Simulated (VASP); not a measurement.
# AgCl in VASP: notebook

Runs on AgCl. Level: PBE. Tasks: single point.

All numbers are computed with VASP 6.6.1; they aren't measurements. Logs are shortened: lines on timing, memory, paths and dates and some standing lists are left out, and cuts for length are marked.

## 1. The cell of the first run

It takes space group Fmm2 (No. 42, orthorhombic). The conventional cell has a = 5.612 Å, b = 5.687 Å, c = 5.687 Å, α = 90.00°, β = 90.00°, γ = 90.00°. Ag (site symmetry mm2) has 5 Cl at 2.33 to 2.89 Å within 3.1 Å. Within 3.1 Å of Cl (site symmetry mm2) lie 5 Ag at 2.33 to 2.89 Å.

## 2. Single point, PBE

File INCAR:

```
ALGO     = Normal         # electronic algorithm
EDIFF    = 1E-7           # SCF threshold, eV
ENCUT    = 520            # plane-wave cutoff, eV
GGA      = PE             # functional
ISIF     = 2              # what is computed and relaxed
ISMEAR   = 0              # smearing method
LASPH    = T              # aspherical terms in the spheres
LCHARG   = F              # write CHGCAR
LREAL    = F              # projectors in reciprocal space
LWAVE    = F              # write WAVECAR
NBANDS   = 16             # bands
NELM     = 100            # most SCF steps
PREC     = Accurate       # precision mode
SIGMA    = 0.05           # smearing width, eV
```

File KPOINTS:

```
k-points
0
Gamma
  8 8 8
```

File POSCAR:

```
AgCl
1.0
    0.0000000000      2.8433429547      2.8060228508
    2.8433429547      0.0000000000      2.8060228508
    2.8433429547      2.8433429547      0.0000000000
Ag Cl
1 1
Direct
    0.4775480680      0.5224519320      0.5224519320
    0.0683173339     -0.0683173339     -0.0683173339
```

Potentials or basis: VASP PAW PBE potentials, release 64 (Ag, Cl).

Started as:

```bash
> cat potpaw_PBE.64/Ag/POTCAR potpaw_PBE.64/Cl/POTCAR > POTCAR
> mpirun -np 1 vasp_std > vasp.out
```

OUTCAR:

```text
EDIFF = 1E-7
   ENCUT = 520
   GGA = PE
   ISIF = 2
   ISMEAR = 0
   LASPH = T
   LREAL = F
   NELM = 100
   PREC = Accurate

 ion  position               nearest neighbor table
   1  0.478  0.522  0.522-   2 2.33   2 2.85   2 2.85   2 2.89   2 2.89
   2  0.068  0.932  0.932-   1 2.33   1 2.85   1 2.85   1 2.89   1 2.89

  LATTYP: Found a body centered tetragonal cell.
 ALAT       =     4.0210941690
 C/A-ratio  =     1.3956513988

  Lattice vectors:

 A1 = (   0.0000000000,  -2.8433429547,  -2.8060228508)
 A2 = (   0.0000000000,   2.8433429547,  -2.8060228508)
 A3 = (   2.8433429547,   0.0000000000,   2.8060228508)

Analysis of symmetry for initial positions (statically):
=====================================================================
 Subroutine PRICEL returns:
 Original cell was already a primitive cell.

 Routine SETGRP: Setting up the symmetry group for a
 body centered tetragonal supercell.

 Subroutine GETGRP returns: Found  4 space group operations
 (whereof  4 operations were pure point group operations)
 out of a pool of 16 trial point group operations.

The static configuration has the point symmetry C_2v.

Analysis of symmetry for dynamics (positions and initial velocities):
=====================================================================
 Subroutine PRICEL returns:
 Original cell was already a primitive cell.

 Routine SETGRP: Setting up the symmetry group for a
 body centered tetragonal supercell.

 Subroutine GETGRP returns: Found  4 space group operations
 (whereof  4 operations were pure point group operations)
 out of a pool of 16 trial point group operations.

The dynamic configuration has the point symmetry C_2v.

 Subroutine INISYM returns: Found  4 space group operations
 (whereof  4 operations are pure point group operations),
 and found     1 'primitive' translations

----------------------------------------------------------------------------------------

                                     Primitive cell

  volume of cell :      45.3711

  direct lattice vectors                    reciprocal lattice vectors
     0.000000000  2.843342955  2.806022851    -0.175849346  0.175849346  0.178188143
     2.843342955  0.000000000  2.806022851     0.175849346 -0.175849346  0.178188143
     2.843342955  2.843342955  0.000000000     0.175849346  0.175849346 -0.178188143

  length of vectors
     3.994792034  3.994792034  4.021094169     0.305936267  0.305936267  0.305936267

  position of ions in fractional coordinates (direct lattice)
     0.477548068  0.522451932  0.522451932
     0.068317334  0.931682666  0.931682666

  ion indices of the primitive-cell ions
   primitive index   ion index
                 1           1
                 2           2

----------------------------------------------------------------------------------------

 KPOINTS: k-points

Automatic generation of k-mesh.
 Grid dimensions read from file:
 generate k-points for:    8    8    8

 Generating k-lattice:

  Cartesian coordinates                     Fractional coordinates (reciprocal lattice)
    -0.021981168  0.021981168  0.022273518     0.125000000  0.000000000  0.000000000
     0.021981168 -0.021981168  0.022273518     0.000000000  0.125000000  0.000000000
     0.021981168  0.021981168 -0.022273518     0.000000000  0.000000000  0.125000000

  Length of vectors
     0.038242033  0.038242033  0.038242033

  Shift w.r.t. Gamma in fractional coordinates (k-lattice)
     0.000000000  0.000000000  0.000000000

 Subroutine IBZKPT returns following result:
 ===========================================

 Found     95 irreducible k-points:

 Following reciprocal coordinates:
            Coordinates               Weight
  0.000000  0.000000  0.000000      1.000000
  0.125000  0.000000  0.000000      8.000000
  0.250000  0.000000  0.000000      8.000000
  0.375000  0.000000  0.000000      8.000000
  0.500000  0.000000  0.000000      4.000000
  0.125000  0.125000  0.000000      2.000000
[... 16 lines left out ...]
  0.000000 -0.125000 -0.125000      2.000000
  0.250000  0.000000  0.125000      8.000000
 [... further k-points ...]
   k-points           NKPTS =     95   k-points in BZ     NKDIM =     95   number of bands    NBANDS=     16
   number of dos      NEDOS =    301   number of ions     NIONS =      2
   total plane-waves  NPLWV =  27000
   dimension x,y,z NGX =    30 NGY =   30 NGZ =   30
   dimension x,y,z NGXF=    60 NGYF=   60 NGZF=   60
   ions per type =               1   1
   NGX,Y,Z   is equivalent  to a cutoff of  12.48, 12.48, 12.40 a.u.
   NGXF,Y,Z  is equivalent  to a cutoff of  24.97, 24.97, 24.81 a.u.
 SYSTEM =  unknown system
   PREC   = accura    normal or accurate (medium, high low for compatibility)
   ISTART =      0    job   : 0-new  1-cont  2-samecut
   ICHARG =      2    charge: 1-file 2-atom 10-const
   ISPIN  =      1    spin polarized calculation?
   LNONCOLLINEAR =      F non collinear calculations
   LSORBIT =      F    spin-orbit coupling
   LASPH  =      T    aspherical Exc in radial PAW
   ENCUT  =  520.0 eV  38.22 Ry    6.18 a.u.   7.43  7.43  7.48*2*pi/ulx,y,z
   NELM   =    100;   NELMIN=  2; NELMDL= -5     # of ELM steps
   EDIFF  = 0.1E-06   stopping-criterion for ELM
   LREAL  =      F    real-space projection
   EDIFFG = 0.1E-05   stopping-criterion for IOM
   NSW    =      0    number of steps for IOM
   IBRION =     -1    ionic relax: 0-MD 1-quasi-New 2-CG
   NFREE  =      0    steps in history (QN), initial steepest desc. (CG)
   ISIF   =      2    stress and relaxation
   ISYM   =      2    0-nonsym 1-usesym 2-fastsym
   POTIM  = 0.5000    time-step for ionic-motion
   TEBEG  =    0.0;   TEEND  =   0.0 temperature during run
   PSTRESS=    0.0 pullay stress
   NELECT =      18.0000    total number of electrons
   NUPDOWN=      -1.0000    fix difference up-down
   EMIN   =  10.00;   EMAX   =-10.00  energy-range for DOS
   EFERMI =   0.00;   METHOD = LEGACY
   ISMEAR =     0;   SIGMA  =   0.05  broadening in eV -4-tet -1-fermi 0-gaus
   EFERMI_NEDOS =   21; number of points for ismear=-14 and -15
   IALGO  =     38    algorithm
   IMIX   =      4    mixing-type and parameters
     AMIX     =   0.40;   BMIX     =  1.00
     AMIX_MAG =   1.60;   BMIX_MAG =  1.00
  volume/ion in A,a.u.               =      22.69       153.09
  Fermi-wavevector in a.u.,A,eV,Ry     =   1.202927  2.273202 19.688069  1.447032
  Thomas-Fermi vector in A             =   2.338694
   LORBIT       =      0    0 simple, 1 ext, 2 COOP (PROOUT), +10 PAW based schemes
   GGA     = PE    functional components
   LHFCALC =     F    Hartree Fock is set to
   AEXX    =    0.0000 exact exchange contribution
   IVDW    =     0    specifies the selected vdW correction
   LEPSILON=     F    determine dielectric tensor
   LRPA    =     F    only Hartree local field effects (RPA)
 non-spin polarized calculation
 Gauss-broadening in eV      SIGMA  =   0.05
  energy-cutoff  :      520.00
  volume of cell :       45.37
 maximum number of plane-waves:      1246
 NGX is ok and might be reduce to    30
   NGX = 15   NGY = 15   NGZ = 15

 number of electron      18.0000000 magnetization

 Free energy of the ion-electron system (eV)
  ---------------------------------------------------
  ext. energy  EPLUGINS =         0.00000000
  ---------------------------------------------------
  free energy    TOTEN  =        -5.19998495 eV

  energy without entropy =       -5.19998495  energy(sigma->0) =       -5.19998495

 E-fermi :   3.2021     XC(G=0):  -9.5965

 val. band max:        2.9694050912   @ k =  -0.2500  -0.0000   0.1250
 cond. band min:       4.1638395640   @ k =   0.0000   0.0000   0.0000
 fundamental gap:      1.1944344727
 Fermi energy:         3.2021370230

 k-point     1 :       0.0000    0.0000    0.0000
  band No.  band energies     occupation
      1     -11.8484      2.00000
      2      -0.9037      2.00000
      3      -0.1462      2.00000
      4      -0.0829      2.00000
      5       0.8324      2.00000
      6       0.8838      2.00000
[... 8 lines left out ...]
     15      16.1761      0.00000
     16      16.6452      0.00000

 k-point     2 :       0.1250    0.0000    0.0000
  band No.  band energies     occupation
      1     -11.8018      2.00000
      2      -1.0296      2.00000
      3      -0.2332      2.00000
      4      -0.1771      2.00000
      5       0.8386      2.00000
      6       0.8401      2.00000
[... 8 lines left out ...]
     15      15.4890      0.00000
     16      16.1525      0.00000

 k-point     3 :       0.2500    0.0000    0.0000
  band No.  band energies     occupation
      1     -11.6857      2.00000
      2      -1.3384      2.00000
      3      -0.5536      2.00000
      4      -0.4017      2.00000
      5       0.8671      2.00000
      6       0.8744      2.00000
[... 8 lines left out ...]
     15      15.5493      0.00000
     16      15.8605      0.00000

 k-point     4 :       0.3750    0.0000    0.0000
  band No.  band energies     occupation
      1     -11.5643      2.00000
      2      -1.6749      2.00000
      3      -0.8904      2.00000
      4      -0.6039      2.00000
      5       0.9652      2.00000
      6       0.9768      2.00000
[... 8 lines left out ...]
     15      16.3320      0.00000
     16      16.4918      0.00000
[... 324 lines left out ...]
 k-point    22 :       0.1250    0.0000    0.1250
  band No.  band energies     occupation
      1     -11.7897      2.00000
      2      -0.9588      2.00000
      3      -0.2976      2.00000
      4      -0.2546      2.00000
      5       0.7905      2.00000
      6       0.8673      2.00000
[... 8 lines left out ...]
     15      15.7592      0.00000
     16      17.4289      0.00000

 k-point    23 :       0.0000   -0.1250   -0.1250
  band No.  band energies     occupation
      1     -11.7865      2.00000
      2      -1.2131      2.00000
      3      -0.1479      2.00000
      4      -0.0890      2.00000
      5       0.7902      2.00000
      6       0.9089      2.00000
[... 8 lines left out ...]
     15      16.7523      0.00000
     16      17.4106      0.00000

 k-point    24 :       0.2500    0.0000    0.1250
  band No.  band energies     occupation
      1     -11.7014      2.00000
      2      -1.1341      2.00000
      3      -0.5603      2.00000
      4      -0.3826      2.00000
      5       0.8241      2.00000
      6       0.8784      2.00000
[... 8 lines left out ...]
     15      16.0465      0.00000
     16      16.9927      0.00000

 [... further k-points ...]
[... 5 lines left out ...]
  --------------------------------------------------------------------------------------
  -------------------------------------------------------------------------------------
  Total        3.1406567     -0.2020249     -0.1674805      0.0000000      0.0000000      0.0000000
  in kB      110.9050590     -7.1340458     -5.9141874      0.0000000      0.0000000      0.0000000
  external PRESSURE =      32.6189419 kB  Pullay stress =       0.0000000 kB

 VOLUME and BASIS-vectors are now :
 -----------------------------------------------------------------------------
  energy-cutoff  :      520.00
  volume of cell :       45.37
      direct lattice vectors                 reciprocal lattice vectors
     0.000000000  2.843342955  2.806022851    -0.175849346  0.175849346  0.178188143
     2.843342955  0.000000000  2.806022851     0.175849346 -0.175849346  0.178188143
     2.843342955  2.843342955  0.000000000     0.175849346  0.175849346 -0.178188143

 POSITION                                       TOTAL-FORCE (eV/Angst)
 -----------------------------------------------------------------------------------
      2.97102      2.84334      2.80602        -1.327357      0.000000      0.000000
      5.29819      2.84334      2.80602         1.327357      0.000000      0.000000
 -----------------------------------------------------------------------------------
    total drift:                               -0.000239      0.000001      0.000000

  FREE ENERGIE OF THE ION-ELECTRON SYSTEM (eV)
  ---------------------------------------------------
  free  energy   TOTEN  =        -5.1999849476 eV

  energy  without entropy=       -5.1999849476  energy(sigma->0) =       -5.19998495
```

Run time: 27 s. Hardware: 1 thread of Intel Xeon 6975P-C (Granite Rapids), shared host; peak memory 0.21 GiB.

What came out:

* Free energy: -5.2000 eV
* Pressure: 3.3 GPa
* Largest force: 1.327 eV/Å
* Band gap on the k mesh: 1.19 eV, indirect (least direct gap 1.63 eV)

Forces on the atoms (eV/Å):
```
Ag  -1.327  0.000  0.000
Cl   1.327  0.000  0.000
```

Stress tensor (GPa, compression positive):
```
11.09  0.00  0.00
 0.00 -0.71  0.00
 0.00  0.00 -0.59
```

Levels at points of the mesh, in eV from the valence-band top:
```csv
k point,band 5,band 6,band 7,band 8,band 9,band 10,band 11,band 12,band 13,band 14
"(0.00, 0.00, 0.00)",-2.14,-2.09,-1.04,-1.02,-0.43,1.19,10.12,10.14,10.38,12.17
"(0.50, 0.00, 0.00)",-1.95,-1.94,-1.56,-0.14,-0.02,4.74,6.22,8.06,8.59,12.91
"(0.50, 0.50, 0.00)",-1.86,-1.75,-1.72,-1.33,-1.11,2.79,7.28,8.62,12.00,12.20
"(0.50, 0.00, 0.50)",-1.86,-1.74,-1.73,-1.32,-1.05,2.80,7.36,8.49,12.18,12.19
"(0.00, 0.50, 0.50)",-2.42,-1.91,-1.82,-1.81,-1.80,2.83,8.21,9.16,11.33,11.52
```

Caveat: forces of over 1 eV/Å act on the atoms, so gaps and moduli don't describe the material at rest. As with any semilocal functional, this PBE gap is likely too small.

## 3. Single point, PBE

This run uses another cell than the first one, of 22.09 Å³/atom, 0.974 times its volume.

File INCAR:

```
SYSTEM = AgCl
ALGO     = Normal         ! electronic algorithm
EDIFF    = 1E-7           ! SCF threshold, eV
ENCUT    = 520            ! plane-wave cutoff, eV
GGA      = PE             ! functional
ISIF     = 2              ! what is computed and relaxed
ISMEAR   = 0              ! smearing method
LASPH    = .TRUE.         ! aspherical terms in the spheres
LCHARG   = .FALSE.        ! write CHGCAR
LREAL    = .FALSE.        ! projectors in reciprocal space
LWAVE    = .FALSE.        ! write WAVECAR
NBANDS   = 16             ! bands
NELM     = 60             ! most SCF steps
PREC     = Accurate       ! precision mode
SIGMA    = 0.05           ! smearing width, eV
```

File KPOINTS:

```
k-points
0
G
  8 8 8
  0 0 0
```

File POSCAR:

```
AgCl
1.0
    0.0000000000      2.8060228508      2.8060228508
    2.8060228508      0.0000000000      2.8060228508
    2.8060228508      2.8060228508      0.0000000000
Ag Cl
1 1
Direct
    0.4625801134      0.5374198866      0.5374198866
    0.1138622231     -0.1138622231     -0.1138622231
```

Potentials or basis: VASP PAW PBE potentials, release 64 (Ag, Cl).

Started as:

```bash
> cat potpaw_PBE.64/Ag/POTCAR potpaw_PBE.64/Cl/POTCAR > POTCAR
> mpirun -np 1 vasp_std > vasp.out
```

Wall time 58 s (1 thread of AMD EPYC 7R43 (Zen 3), shared host); peak memory 0.16 GiB.

The run converged. Its results:

```
Free energy            : -3.7073 eV
Pressure               : 21.8 GPa
Largest force          : 8.593 eV/Å
Band gap on the k mesh : 1.37 eV, indirect (least direct gap 1.77 eV)
```

Forces in eV/Å, atoms in the order of the input:
```
Ag  -8.593  0.000  0.000
Cl   8.593  0.000  0.000
```

Stress tensor (GPa, compression positive):
```
63.77  0.00  0.00
 0.00  0.80  0.00
 0.00  0.00  0.80
```

Levels at points of the mesh, in eV from the valence-band top:
```
           k point  band 7  band 8  band 9  band 10  band 11  band 12
(0.00, 0.00, 0.00)   -0.75   -0.75   -0.40     1.37     9.01     9.01
(0.50, 0.00, 0.00)   -2.18   -0.78   -0.46     4.58     5.73     7.81
(0.50, 0.50, 0.00)   -2.59   -1.02   -0.94     2.59     6.04     8.16
(0.00, 0.50, 0.50)   -2.69   -2.32   -2.32     2.74     7.68     9.98
```

Caveat: forces of over 1 eV/Å act on the atoms, so gaps and moduli don't describe the material at rest. A k mesh can miss the band edges.

(Continued in part 2 of 2.)
